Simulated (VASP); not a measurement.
Crystal: Ru.

```
Ru
1.0
     2.67753    0.00000    0.00000
    -1.33877    2.31881    0.00000
     0.00000    0.00000    4.21813
Ru
2
Cartesian
  0.0000 1.5459 1.0545
  1.3388 0.7729 3.1636
```

Base run:

```yaml
Program: VASP 6.6.1
Functional: LDA
Potentials_or_basis: VASP PAW LDA potentials, release 64 (Ru_pv)
Cutoff: 520 eV
k_mesh: 13 × 13 × 8
Occupations: methfessel-paxton, width 0.01 eV
Spin: no spin polarisation
```

Its results: band gap on the k mesh zero (bands 14 and 15 overlap by 3.28 eV); pressure 0.8 GPa.

Problem. After a change of settings the same cell gave: band gap on the k mesh zero (bands 14 and 15 overlap by 3.25 eV); pressure 30.0 GPa. Which change was it?
A. occupations from methfessel-paxton, width 0.01 eV to gaussian, width 1 eV; further incar settings from ALGO = Normal; EDIFF = 1e-07; NBANDS = 21 to ALGO = Normal; EDIFF = 1e-06; NBANDS = 21
B. occupations from methfessel-paxton, width 0.01 eV to fermi-dirac, width 1 eV
C. occupations from methfessel-paxton, width 0.01 eV to gaussian, width 0.01 eV

Solution. B.

Caveats: the cell stands under pressure (at least some runs); so wide a smearing shifts energies and pressures (at least some runs).
